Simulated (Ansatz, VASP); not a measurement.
One calculation of C, two programs

```
C
1.0
    -2.21265    2.21265    2.21265
     2.21265   -2.21265    2.21265
     2.21265    2.21265   -2.21265
C
8
Direct
  0.50000 0.00000 0.25000
  0.25000 0.50000 0.00000
  0.00000 0.75000 0.50000
  0.75000 0.50000 0.00000
  0.00000 0.25000 0.50000
  0.50000 0.00000 0.75000
  0.75000 0.75000 0.75000
  0.25000 0.25000 0.25000
```

Alike in both runs: functional PBE; k mesh 12 × 12 × 12; occupations gaussian, width 0.1 eV; no spin polarisation.

Ansatz relaxed the structure, and its values are those at the end. VASP's run is a single point on that final structure, the one shown.

|  | VASP | Ansatz |
| --- | --- | --- |
| version | VASP 6.6.1 | Ansatz 0.2.0 |
| potentials or method | VASP PAW PBE potentials, release 64 (C), cutoff 520 eV | scalar-relativistic, plane waves, PAW |
| valence electrons in the cell | 32 | 32 |

VASP gave:

| Property | Result |
| --- | --- |
| gap on the k mesh at the Fermi level (eV) | none |
| pressure (GPa) | 0.4 |

Task: Which values does Ansatz return?

Result: gap on the k mesh at the Fermi level (eV): none; pressure (GPa): 0.0.

A gap of «none» marks a metal or a gap that the smearing closes. With one functional, cell and mesh, what is left measures potentials, basis and numerics.
